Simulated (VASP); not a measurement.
# Zr (P6_3/mmc) in VASP: further runs

Runs on Zr. Level: revPBE. Tasks: single point.

Program: VASP 6.6.1. These are calculated values, not measurements. Logs are shortened: lines on timing, memory, paths and dates and some standing lists are left out, and cuts for length are marked.

## (1) The cell of the first run

Symmetry: P6_3/mmc, No. 194, hexagonal system. Conventional cell: a = 3.377 Å, b = 3.377 Å, c = 5.399 Å, α = 90.00°, β = 90.00°, γ = 120.00°. Within 4.4 Å of Zr (site symmetry -6m2) lie 12 Zr at 3.33 to 3.38 Å.

## (2) Single point, revPBE (volume scaled by 1.12)

INCAR

```
SYSTEM = Zr
PREC = Accurate
ENCUT = 520
EDIFF = 1E-6
ISMEAR = -1
SIGMA = 0.1
LREAL = .False.
LASPH = .True.
NELM = 60
ALGO = Normal
ISIF = 2
LWAVE = .False.
LCHARG = .False.
GGA = RE
NBANDS = 19
```

KPOINTS

```
Automatic mesh
0
Gamma
  18 18 10
  0 0 0
```

POSCAR

```
Zr
1.0
    3.3774411324      0.0000000000      0.0000000000
   -1.6887205662      2.9249498204      0.0000000000
    0.0000000000      0.0000000000      5.3991958585
Zr
2
Direct
    0.3333333333      0.6666666667      0.2500000000
    0.6666666667      0.3333333333      0.7500000000
```

Potentials or basis: VASP PAW PBE potentials, release 64 (Zr_sv).

On the command line:

```
cat potpaw_PBE.64/Zr_sv/POTCAR > POTCAR
mpirun -np 1 vasp_std > vasp.out
```

OUTCAR:

```text
SYSTEM = Zr
   PREC = Accurate
   ENCUT = 520
   EDIFF = 1E-6
   ISMEAR = -1
   LREAL = .False.
   LASPH = .True.
   NELM = 60
   ISIF = 2
   GGA = RE

 ion  position               nearest neighbor table
   1  0.333  0.667  0.250-   2 3.33   2 3.33   2 3.33   2 3.33   2 3.33   2 3.33
   2  0.667  0.333  0.750-   1 3.33   1 3.33   1 3.33   1 3.33   1 3.33   1 3.33

  LATTYP: Found a hexagonal cell.
 ALAT       =     3.3774411324
 C/A-ratio  =     1.5986054669

  Lattice vectors:

 A1 = (   3.3774411324,   0.0000000000,   0.0000000000)
 A2 = (  -1.6887205662,   2.9249498204,   0.0000000000)
 A3 = (   0.0000000000,   0.0000000000,   5.3991958585)

Analysis of symmetry for initial positions (statically):
=====================================================================
 Subroutine PRICEL returns:
 Original cell was already a primitive cell.

 Routine SETGRP: Setting up the symmetry group for a
 hexagonal supercell.

 Subroutine GETGRP returns: Found 24 space group operations
 (whereof 12 operations were pure point group operations)
 out of a pool of 24 trial point group operations.

The static configuration has the point symmetry D_3d.
 The point group associated with its full space group is D_6h.

Analysis of symmetry for dynamics (positions and initial velocities):
=====================================================================
 Subroutine PRICEL returns:
 Original cell was already a primitive cell.

 Routine SETGRP: Setting up the symmetry group for a
 hexagonal supercell.

 Subroutine GETGRP returns: Found 24 space group operations
 (whereof 12 operations were pure point group operations)
 out of a pool of 24 trial point group operations.

The dynamic configuration has the point symmetry D_3d.
 The point group associated with its full space group is D_6h.

 Subroutine INISYM returns: Found 24 space group operations
 (whereof 12 operations are pure point group operations),
 and found     1 'primitive' translations

----------------------------------------------------------------------------------------

                                     Primitive cell

  volume of cell :      53.3378

  direct lattice vectors                    reciprocal lattice vectors
     3.377441132  0.000000000  0.000000000     0.296082141  0.170943104  0.000000000
    -1.688720566  2.924949820  0.000000000     0.000000000  0.341886207  0.000000000
     0.000000000  0.000000000  5.399195858     0.000000000  0.000000000  0.185212766

  length of vectors
     3.377441132  3.377441132  5.399195858     0.341886207  0.341886207  0.185212766

  position of ions in fractional coordinates (direct lattice)
     0.333333333  0.666666667  0.250000000
     0.666666667  0.333333333  0.750000000

  ion indices of the primitive-cell ions
   primitive index   ion index
                 1           1
                 2           2

----------------------------------------------------------------------------------------

 KPOINTS: Automatic mesh

Automatic generation of k-mesh.
 Grid dimensions read from file:
 generate k-points for:   18   18   10

 Generating k-lattice:

  Cartesian coordinates                     Fractional coordinates (reciprocal lattice)
     0.016449008  0.009496839  0.000000000     0.055555556  0.000000000  0.000000000
     0.000000000  0.018993678  0.000000000     0.000000000  0.055555556  0.000000000
     0.000000000  0.000000000  0.018521277     0.000000000  0.000000000  0.100000000

  Length of vectors
     0.018993678  0.018993678  0.018521277

  Shift w.r.t. Gamma in fractional coordinates (k-lattice)
     0.000000000  0.000000000  0.000000000

 Subroutine IBZKPT returns following result:
 ===========================================

 Found    222 irreducible k-points:

 Following reciprocal coordinates:
            Coordinates               Weight
  0.000000  0.000000  0.000000      1.000000
  0.055556  0.000000  0.000000      6.000000
  0.111111  0.000000  0.000000      6.000000
  0.166667  0.000000  0.000000      6.000000
  0.222222  0.000000  0.000000      6.000000
  0.277778  0.000000  0.000000      6.000000
[... 16 lines left out ...]
  0.333333  0.111111  0.000000     12.000000
  0.388889  0.111111  0.000000     12.000000
 [... further k-points ...]
   k-points           NKPTS =    222   k-points in BZ     NKDIM =    222   number of bands    NBANDS=     19
   number of dos      NEDOS =    301   number of ions     NIONS =      2
   total plane-waves  NPLWV =  31360
   dimension x,y,z NGX =    28 NGY =   28 NGZ =   40
   dimension x,y,z NGXF=    56 NGYF=   56 NGZF=   80
   ions per type =               2
   NGX,Y,Z   is equivalent  to a cutoff of  13.78, 13.78, 12.32 a.u.
   NGXF,Y,Z  is equivalent  to a cutoff of  27.56, 27.56, 24.63 a.u.
 SYSTEM =  Zr
   PREC   = accura    normal or accurate (medium, high low for compatibility)
   ISTART =      0    job   : 0-new  1-cont  2-samecut
   ICHARG =      2    charge: 1-file 2-atom 10-const
   ISPIN  =      1    spin polarized calculation?
   LNONCOLLINEAR =      F non collinear calculations
   LSORBIT =      F    spin-orbit coupling
   LASPH  =      T    aspherical Exc in radial PAW
   ENCUT  =  520.0 eV  38.22 Ry    6.18 a.u.   6.28  6.28 10.04*2*pi/ulx,y,z
   NELM   =     60;   NELMIN=  2; NELMDL= -5     # of ELM steps
   EDIFF  = 0.1E-05   stopping-criterion for ELM
   LREAL  =      F    real-space projection
   EDIFFG = 0.1E-04   stopping-criterion for IOM
   NSW    =      0    number of steps for IOM
   IBRION =     -1    ionic relax: 0-MD 1-quasi-New 2-CG
   NFREE  =      0    steps in history (QN), initial steepest desc. (CG)
   ISIF   =      2    stress and relaxation
   ISYM   =      2    0-nonsym 1-usesym 2-fastsym
   POTIM  = 0.5000    time-step for ionic-motion
   TEBEG  =    0.0;   TEEND  =   0.0 temperature during run
   PSTRESS=    0.0 pullay stress
   NELECT =      24.0000    total number of electrons
   NUPDOWN=      -1.0000    fix difference up-down
   EMIN   =  10.00;   EMAX   =-10.00  energy-range for DOS
   EFERMI =   0.00;   METHOD = LEGACY
   ISMEAR =    -1;   SIGMA  =   0.10  broadening in eV -4-tet -1-fermi 0-gaus
   EFERMI_NEDOS =   21; number of points for ismear=-14 and -15
   IALGO  =     38    algorithm
   IMIX   =      4    mixing-type and parameters
     AMIX     =   0.40;   BMIX     =  1.00
     AMIX_MAG =   1.60;   BMIX_MAG =  1.00
  volume/ion in A,a.u.               =      26.67       179.97
  Fermi-wavevector in a.u.,A,eV,Ry     =   1.254489  2.370640 21.412064  1.573742
  Thomas-Fermi vector in A             =   2.388291
   LORBIT       =      0    0 simple, 1 ext, 2 COOP (PROOUT), +10 PAW based schemes
   GGA     = RE    functional components
   LHFCALC =     F    Hartree Fock is set to
   AEXX    =    0.0000 exact exchange contribution
   IVDW    =     0    specifies the selected vdW correction
   LEPSILON=     F    determine dielectric tensor
   LRPA    =     F    only Hartree local field effects (RPA)
 non-spin polarized calculation
  energy-cutoff  :      520.00
  volume of cell :       53.34
 maximum number of plane-waves:      1466
 NGX is ok and might be reduce to    28
   NGX = 13   NGY = 13   NGZ = 21

 number of electron      23.9999999 magnetization

 Free energy of the ion-electron system (eV)
  ---------------------------------------------------
  ext. energy  EPLUGINS =         0.00000000
  ---------------------------------------------------
  free energy    TOTEN  =       -16.23762598 eV

  energy without entropy =      -16.15884263  energy(sigma->0) =      -16.19823430

 E-fermi :   7.6020     XC(G=0): -10.4242

 val. band max:        7.6016740191   @ k =   0.1667   0.0000   0.1000
 cond. band min:       7.6022788836   @ k =   0.3333   0.3333   0.3000
 fundamental gap:      0.0006048644
 Fermi energy:         7.6020229080

 k-point     1 :       0.0000    0.0000    0.0000
  band No.  band energies     occupation
      1     -41.5338      2.00000
      2     -41.4492      2.00000
      3     -19.8374      2.00000
      4     -19.2829      2.00000
      5     -19.2829      2.00000
      6     -19.2031      2.00000
[... 11 lines left out ...]
     18       9.5366      0.00000
     19      11.4401      0.00000

 k-point     2 :       0.0556    0.0000    0.0000
  band No.  band energies     occupation
      1     -41.5319      2.00000
      2     -41.4483      2.00000
      3     -19.8314      2.00000
      4     -19.2961      2.00000
      5     -19.2873      2.00000
      6     -19.2060      2.00000
[... 11 lines left out ...]
     18       9.4732      0.00000
     19      11.4839      0.00000

 k-point     3 :       0.1111    0.0000    0.0000
  band No.  band energies     occupation
      1     -41.5261      2.00000
      2     -41.4460      2.00000
      3     -19.8137      2.00000
      4     -19.3340      2.00000
      5     -19.2996      2.00000
      6     -19.2452      2.00000
[... 11 lines left out ...]
     18       9.3073      0.00000
     19      11.5926      0.00000

 k-point     4 :       0.1667    0.0000    0.0000
  band No.  band energies     occupation
      1     -41.5172      2.00000
      2     -41.4425      2.00000
      3     -19.7854      2.00000
      4     -19.3922      2.00000
      5     -19.3181      2.00000
      6     -19.3042      2.00000
[... 11 lines left out ...]
     18       9.5731      0.00000
     19      11.7236      0.00000

 k-point     5 :       0.2222    0.0000    0.0000
  band No.  band energies     occupation
      1     -41.5058      2.00000
      2     -41.4385      2.00000
      3     -19.7484      2.00000
      4     -19.4637      2.00000
      5     -19.3749      2.00000
      6     -19.3401      2.00000
[... 11 lines left out ...]
     18       9.9759      0.00000
     19      11.8451      0.00000
[... 334 lines left out ...]
      2     -41.4337      2.00000
      3     -19.6910      2.00000
      4     -19.5373      2.00000
      5     -19.4831      2.00000
      6     -19.3621      2.00000
[... 11 lines left out ...]
     18      10.8515      0.00000
     19      11.8445      0.00000

 k-point    22 :       0.2778    0.1111    0.0000
  band No.  band energies     occupation
      1     -41.4772      2.00000
      2     -41.4314      2.00000
      3     -19.6457      2.00000
      4     -19.6037      2.00000
      5     -19.5303      2.00000
      6     -19.3946      2.00000
[... 11 lines left out ...]
     18      11.4389      0.00000
     19      11.8887      0.00000

 k-point    23 :       0.3333    0.1111    0.0000
  band No.  band energies     occupation
      1     -41.4665      2.00000
      2     -41.4304      2.00000
      3     -19.6580      2.00000
      4     -19.6017      2.00000
      5     -19.5682      2.00000
      6     -19.4208      2.00000
[... 11 lines left out ...]
     18      11.9170      0.00000
     19      12.0352      0.00000

 k-point    24 :       0.3889    0.1111    0.0000
  band No.  band energies     occupation
      1     -41.4585      2.00000
      2     -41.4306      2.00000
      3     -19.6932      2.00000
      4     -19.5929      2.00000
      5     -19.5661      2.00000
      6     -19.4377      2.00000
[... 11 lines left out ...]
     18      11.9320      0.00000
     19      12.5724      0.00000

 [... further k-points ...]
[... 5 lines left out ...]
  --------------------------------------------------------------------------------------
  -------------------------------------------------------------------------------------
  Total       -2.7632501     -2.7632501     -2.8804724      0.0000000      0.0000000      0.0000000
  in kB      -83.0033252    -83.0033252    -86.5244817      0.0000000      0.0000000      0.0000000
  external PRESSURE =     -84.1770440 kB  Pullay stress =       0.0000000 kB

 VOLUME and BASIS-vectors are now :
 -----------------------------------------------------------------------------
  energy-cutoff  :      520.00
  volume of cell :       53.34
      direct lattice vectors                 reciprocal lattice vectors
     3.377441132  0.000000000  0.000000000     0.296082141  0.170943104  0.000000000
    -1.688720566  2.924949820  0.000000000     0.000000000  0.341886207  0.000000000
     0.000000000  0.000000000  5.399195858     0.000000000  0.000000000  0.185212766

 POSITION                                       TOTAL-FORCE (eV/Angst)
 -----------------------------------------------------------------------------------
     -0.00000      1.94997      1.34980        -0.000000      0.000000      0.000000
      1.68872      0.97498      4.04940         0.000000     -0.000000      0.000000
 -----------------------------------------------------------------------------------
    total drift:                               -0.000000      0.000000     -0.000000

  FREE ENERGIE OF THE ION-ELECTRON SYSTEM (eV)
  ---------------------------------------------------
  free  energy   TOTEN  =       -16.2376259764 eV

  energy  without entropy=      -16.1588426322  energy(sigma->0) =      -16.19823430
```

Run time: 71 s. Hardware: 1 thread of Intel Xeon 6975P-C (Granite Rapids), shared host; peak memory 0.31 GiB.

Results:

```
Free energy            : -16.2376 eV
Pressure               : -8.4 GPa
Band gap on the k mesh : zero (band 12 reaches 8.46 eV, above the bottom of band 13 at 7.32 eV)
```

Stress tensor (GPa, compression positive):
```
-8.30  0.00  0.00
 0.00 -8.30  0.00
 0.00  0.00 -8.65
```

Caveat: the PAW data sets were made with another functional, which shifts forces and pressure a little.

## (3) Single point, revPBE (volume scaled by 0.88)

INCAR

```
PREC = Accurate
ENCUT = 520
EDIFF = 1E-7
ISMEAR = -1
SIGMA = 0.1
LREAL = F
LASPH = T
NELM = 100
ALGO = Normal
ISIF = 2
LWAVE = F
LCHARG = T
GGA = RE
LELF = T
LVHAR = T
NBANDS = 19
```

KPOINTS

```
Automatic mesh
0
Gamma
  18 18 10
```

POSCAR

```
Zr
1.0
    3.1165636764      0.0000000000      0.0000000000
   -1.5582818382      2.6990233163      0.0000000000
    0.0000000000      0.0000000000      4.9821557312
Zr
2
Direct
    0.3333333333      0.6666666667      0.2500000000
    0.6666666667      0.3333333333      0.7500000000
```

Potentials or basis: VASP PAW PBE potentials, release 64 (Zr_sv).

On the command line:

```
cat potpaw_PBE.64/Zr_sv/POTCAR > POTCAR
mpirun -np 1 vasp_std > vasp.out
```

Wall time 56 s (1 thread of Intel Xeon 6975P-C (Granite Rapids), shared host); peak memory 0.27 GiB.

The run converged. Its results:

```
Free energy            : -16.1647 eV
Pressure               : 14.2 GPa
Band gap on the k mesh : zero (band 12 reaches 11.25 eV, above the bottom of band 13 at 9.99 eV)
```

Stress tensor (GPa, compression positive):
```
13.67  0.00  0.00
 0.00 13.67  0.00
 0.00  0.00 15.19
```

Levels at points of the mesh, in eV from the Fermi level:
| k point | band 10 | band 11 | band 12 | band 13 | band 14 | band 15 |
| --- | --- | --- | --- | --- | --- | --- |
| (0.00, 0.00, 0.00) | -3.30 | 0.90 | 0.90 | 1.05 | 1.61 | 1.70 |
| (0.50, 0.00, 0.00) | -2.62 | -2.45 | 0.08 | 0.56 | 0.92 | 1.67 |
| (0.00, 0.00, 0.50) | -3.96 | 0.05 | 0.05 | 0.81 | 0.81 | 0.81 |
| (0.50, 0.00, 0.50) | -3.16 | -1.25 | -1.25 | 2.09 | 2.09 | 2.47 |

Caveat: the PAW data sets were made with another functional, which shifts forces and pressure a little.
